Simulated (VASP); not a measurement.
# Al (Immm) in VASP: notebook

Al is run at these levels: PBEsol; tasks: single point.

All numbers are computed with VASP 6.6.1; they aren't measurements. Logs are shortened: lines on timing, memory, paths and dates and some standing lists are left out, and cuts for length are marked.

## 1. The cell of the first run

It takes space group Immm (No. 71, orthorhombic). Conventional cell: a = 2.827 Å, b = 2.898 Å, c = 4.048 Å, α = 90.00°, β = 90.00°, γ = 90.00°. Within 3.7 Å of Al (site symmetry mmm) lie 12 Al at 2.83 to 2.90 Å.

## 2. Single point, PBEsol (strain +0.0250 x Voigt [0, 0, 0, 0, 0, 1])

File INCAR:

```
SYSTEM = Al
PREC     = Accurate       ! precision mode
ENCUT    = 520            ! plane-wave cutoff, eV
EDIFF    = 1E-7           ! SCF threshold, eV
ISMEAR   = 0              ! smearing method
SIGMA    = 0.15           ! smearing width, eV
LREAL    = .FALSE.        ! projectors in reciprocal space
LASPH    = .TRUE.         ! aspherical terms in the spheres
NELM     = 60             ! most SCF steps
ALGO     = Fast           ! electronic algorithm
ISIF     = 2              ! what is computed and relaxed
LWAVE    = .FALSE.        ! write WAVECAR
LCHARG   = .TRUE.         ! write CHGCAR
GGA      = PS             ! functional
LELF     = .TRUE.         ! ELF
LVHAR    = .TRUE.       
NBANDS   = 8              ! bands
```

File KPOINTS:

```
regular mesh
0
G
  20 20 20
  0 0 0
```

File POSCAR:

```
Al
1.0
    0.0252997500      2.0239800000      2.0239800000
    2.0239800000      0.0252997500      2.0239800000
    2.0492797500      2.0492797500      0.0000000000
Al
1
Direct
    0.0000000000      0.0000000000      0.0000000000
```

Potentials or basis: VASP PAW PBE potentials, release 64 (Al).

Started as:

```
> cat potpaw_PBE.64/Al/POTCAR > POTCAR
> mpirun -np 1 vasp_std > vasp.out
```

OUTCAR:

```text
SYSTEM = Al
   PREC = Accurate
   ENCUT = 520
   EDIFF = 1E-7
   ISMEAR = 0
   LREAL = .FALSE.
   LASPH = .TRUE.
   NELM = 60
   ISIF = 2
   GGA = PS

 ion  position               nearest neighbor table
   1  0.000  0.000  0.000-

  LATTYP: Found a body centered orthorhombic cell.
 ALAT       =     2.8265607164
 B/A-ratio  =     1.0253164557
 C/A-ratio  =     1.4321149999

  Lattice vectors:

 A1 = (   2.0239800000,   0.0252997500,  -2.0239800000)
 A2 = (  -2.0239800000,  -0.0252997500,  -2.0239800000)
 A3 = (   0.0252997500,   2.0239800000,   2.0239800000)

Analysis of symmetry for initial positions (statically):
=====================================================================
 Subroutine PRICEL returns:
 Original cell was already a primitive cell.

 Routine SETGRP: Setting up the symmetry group for a
 body centered orthorhombic supercell.

 Subroutine GETGRP returns: Found  8 space group operations
 (whereof  8 operations were pure point group operations)
 out of a pool of  8 trial point group operations.

The static configuration has the point symmetry D_2h.

Analysis of symmetry for dynamics (positions and initial velocities):
=====================================================================
 Subroutine PRICEL returns:
 Original cell was already a primitive cell.

 Routine SETGRP: Setting up the symmetry group for a
 body centered orthorhombic supercell.

 Subroutine GETGRP returns: Found  8 space group operations
 (whereof  8 operations were pure point group operations)
 out of a pool of  8 trial point group operations.

The dynamic configuration has the point symmetry D_2h.

 Subroutine INISYM returns: Found  8 space group operations
 (whereof  8 operations are pure point group operations),
 and found     1 'primitive' translations

----------------------------------------------------------------------------------------

                                     Primitive cell

  volume of cell :      16.5799

  direct lattice vectors                    reciprocal lattice vectors
     0.025299750  2.023980000  2.023980000    -0.250165078  0.250165078  0.247038014
     2.023980000  0.025299750  2.023980000     0.250165078 -0.250165078  0.247038014
     2.049279750  2.049279750  0.000000000     0.243988162  0.243988162 -0.247038014

  length of vectors
     2.862451774  2.862451774  2.898119216     0.431500768  0.431500768  0.424368033

  position of ions in fractional coordinates (direct lattice)
     0.000000000  0.000000000  0.000000000

  ion indices of the primitive-cell ions
   primitive index   ion index
[... 73 lines left out ...]
   EDIFF  = 0.1E-06   stopping-criterion for ELM
   LREAL  =      F    real-space projection
   EDIFFG = 0.1E-05   stopping-criterion for IOM
   NSW    =      0    number of steps for IOM
   IBRION =     -1    ionic relax: 0-MD 1-quasi-New 2-CG
   NFREE  =      0    steps in history (QN), initial steepest desc. (CG)
   ISIF   =      2    stress and relaxation
   ISYM   =      2    0-nonsym 1-usesym 2-fastsym
   POTIM  = 0.5000    time-step for ionic-motion
   TEBEG  =    0.0;   TEEND  =   0.0 temperature during run
   PSTRESS=    0.0 pullay stress
   NELECT =       3.0000    total number of electrons
   NUPDOWN=      -1.0000    fix difference up-down
   EMIN   =  10.00;   EMAX   =-10.00  energy-range for DOS
   EFERMI =   0.00;   METHOD = LEGACY
   ISMEAR =     0;   SIGMA  =   0.15  broadening in eV -4-tet -1-fermi 0-gaus
   EFERMI_NEDOS =   21; number of points for ismear=-14 and -15
   IALGO  =     68    algorithm
   IMIX   =      4    mixing-type and parameters
     AMIX     =   0.40;   BMIX     =  1.00
     AMIX_MAG =   1.60;   BMIX_MAG =  1.00
  volume/ion in A,a.u.               =      16.58       111.89
  Fermi-wavevector in a.u.,A,eV,Ry     =   0.925952  1.749795 11.665452  0.857387
  Thomas-Fermi vector in A             =   2.051862
   LORBIT       =      0    0 simple, 1 ext, 2 COOP (PROOUT), +10 PAW based schemes
   GGA     = PS    functional components
   LHFCALC =     F    Hartree Fock is set to
   AEXX    =    0.0000 exact exchange contribution
   IVDW    =     0    specifies the selected vdW correction
   LEPSILON=     F    determine dielectric tensor
   LRPA    =     F    only Hartree local field effects (RPA)
 non-spin polarized calculation
 RMM-DIIS sequential band-by-band and
 Gauss-broadening in eV      SIGMA  =   0.15
  energy-cutoff  :      520.00
  volume of cell :       16.58
 maximum number of plane-waves:       465
 NGX is ok and might be reduce to    24
   NGX = 11   NGY = 11   NGZ = 11

 number of electron       3.0000000 magnetization

 Free energy of the ion-electron system (eV)
  ---------------------------------------------------
  ext. energy  EPLUGINS =         0.00000000
  ---------------------------------------------------
  free energy    TOTEN  =        -4.09068335 eV

  energy without entropy =       -4.08580630  energy(sigma->0) =       -4.08824482

 E-fermi :   7.9245     XC(G=0): -10.2392

 val. band max:        7.9186936869   @ k =  -0.3000   0.4500   0.1500
 cond. band min:       7.9279762525   @ k =   0.5000   0.1000   0.2500
 fundamental gap:      0.0092825656
 Fermi energy:         7.9244660540

 k-point     1 :       0.0000    0.0000    0.0000
  band No.  band energies     occupation
      1      -3.1974      2.00000
      2      20.0808      0.00000
      3      20.4511      0.00000
      4      20.8659      0.00000
      5      21.4993      0.00000
      6      21.8437      0.00000
      7      22.3554      0.00000
      8      24.4363      0.00000
[... 243 lines left out ...]
 k-point    24 :      -0.3500    0.0500    0.0000
  band No.  band energies     occupation
      1       0.5296      2.00000
      2       7.5097      1.99991
      3      17.2815      0.00000
      4      19.3466      0.00000
      5      19.4976      0.00000
      6      20.9561      0.00000
      7      22.5301      0.00000
      8      25.3229      0.00000

 [... further k-points ...]
[... 5 lines left out ...]
  --------------------------------------------------------------------------------------
  -------------------------------------------------------------------------------------
  Total       -0.1700712     -0.1700712     -0.2186190     -0.0813769      0.0000000      0.0000000
  in kB      -16.4346592    -16.4346592    -21.1260242     -7.8637725      0.0000000      0.0000000
  external PRESSURE =     -17.9984475 kB  Pullay stress =       0.0000000 kB

 VOLUME and BASIS-vectors are now :
 -----------------------------------------------------------------------------
  energy-cutoff  :      520.00
  volume of cell :       16.58
      direct lattice vectors                 reciprocal lattice vectors
     0.025299750  2.023980000  2.023980000    -0.250165078  0.250165078  0.247038014
     2.023980000  0.025299750  2.023980000     0.250165078 -0.250165078  0.247038014
     2.049279750  2.049279750  0.000000000     0.243988162  0.243988162 -0.247038014

 POSITION                                       TOTAL-FORCE (eV/Angst)
 -----------------------------------------------------------------------------------
      0.00000      0.00000      0.00000        -0.000000      0.000000      0.000000
 -----------------------------------------------------------------------------------
    total drift:                               -0.000000      0.000000     -0.000000

  FREE ENERGIE OF THE ION-ELECTRON SYSTEM (eV)
  ---------------------------------------------------
  free  energy   TOTEN  =        -4.0906833502 eV

  energy  without entropy=       -4.0858062955  energy(sigma->0) =       -4.08824482
```

OSZICAR:

```text
N       E                     dE             d eps       ncg     rms          rms(c)
DAV:   1    -0.268222138835E+01   -0.26822E+01   -0.86348E+02 18720   0.205E+02
DAV:   2    -0.411177978745E+01   -0.14296E+01   -0.13715E+01 25848   0.188E+01
DAV:   3    -0.411914210523E+01   -0.73623E-02   -0.73576E-02 23872   0.150E+00
DAV:   4    -0.411915896275E+01   -0.16858E-04   -0.16857E-04 29440   0.649E-02
DAV:   5    -0.411915899748E+01   -0.34726E-07   -0.35334E-07 24136   0.167E-03    0.138E+00
RMM:   6    -0.410215154656E+01    0.17007E-01   -0.14504E-03 18682   0.188E-01    0.800E-01
RMM:   7    -0.409066676198E+01    0.11485E-01   -0.43219E-03 22116   0.318E-01    0.134E-01
RMM:   8    -0.409068108846E+01   -0.14326E-04   -0.22735E-04 20934   0.902E-02    0.302E-02
RMM:   9    -0.409068484316E+01   -0.37547E-05   -0.33552E-05 21637   0.364E-02    0.155E-02
RMM:  10    -0.409068353249E+01    0.13107E-05   -0.53583E-06 22157   0.139E-02    0.294E-02
RMM:  11    -0.409068354232E+01   -0.98313E-08   -0.10553E-06 22051   0.587E-03    0.908E-03
RMM:  12    -0.409068337812E+01    0.16420E-06   -0.26507E-07 20022   0.298E-03    0.201E-03
RMM:  13    -0.409068335018E+01    0.27942E-07   -0.55566E-08 16549   0.133E-03
   1 F= -.40906834E+01 E0= -.40882448E+01  d E =-.487705E-02
```

stdout:

```text
POSCAR found type information on POSCAR Al
 POSCAR found :  1 types and       1 ions
 scaLAPACK will be used
 -----------------------------------------------------------------------------
|                                                                             |
|                                                                             |
|     You enforced a specific xc type in the INCAR file but a different       |
|     I HOPE YOU KNOW WHAT YOU ARE DOING!                                     |
|                                                                             |
 -----------------------------------------------------------------------------

 LDA part: xc-table for (Slater+PW92), standard interpolation
 POSCAR, INCAR and KPOINTS ok, starting setup
 FFT: planning ... GRIDC
 FFT: planning ... GRID_SOFT
 FFT: planning ... GRID
 WAVECAR not read
 entering main loop
WARNING in EDDRMM: call to ZHEGV failed, returncode =   8  4      8
```

It took 1.8 min on 1 thread of Intel Xeon 8259CL, shared host; peak memory 0.25 GiB.

Results:

```
Free energy            : -4.0907 eV
Pressure               : -1.8 GPa
Band gap on the k mesh : zero (an odd number of electrons rules out a gap without spin polarisation)
```

Levels at points of the mesh, in eV from the Fermi level:
| k point | band 1 | band 2 | band 3 | band 4 | band 5 | band 6 |
| --- | --- | --- | --- | --- | --- | --- |
| (0.00, 0.00, 0.00) | -11.12 | 12.16 | 12.53 | 12.94 | 13.57 | 13.92 |
| (0.50, 0.00, 0.00) | -4.53 | -4.24 | 11.02 | 11.05 | 11.20 | 11.46 |
| (0.50, 0.50, 0.00) | -2.93 | -1.63 | 5.10 | 5.19 | 5.99 | 9.03 |
| (0.00, 0.00, 0.50) | -4.67 | -4.55 | 11.31 | 11.40 | 11.63 | 11.74 |
| (0.50, 0.00, 0.50) | -2.93 | -1.63 | 5.23 | 5.54 | 5.54 | 8.98 |

Caveat: the cell differs from its parent crystal (strain +0.0250 x Voigt [0, 0, 0, 0, 0, 1]); the PAW data sets were made with another functional, which shifts forces and pressure a little.

(Part 1 of 2 ends here.)
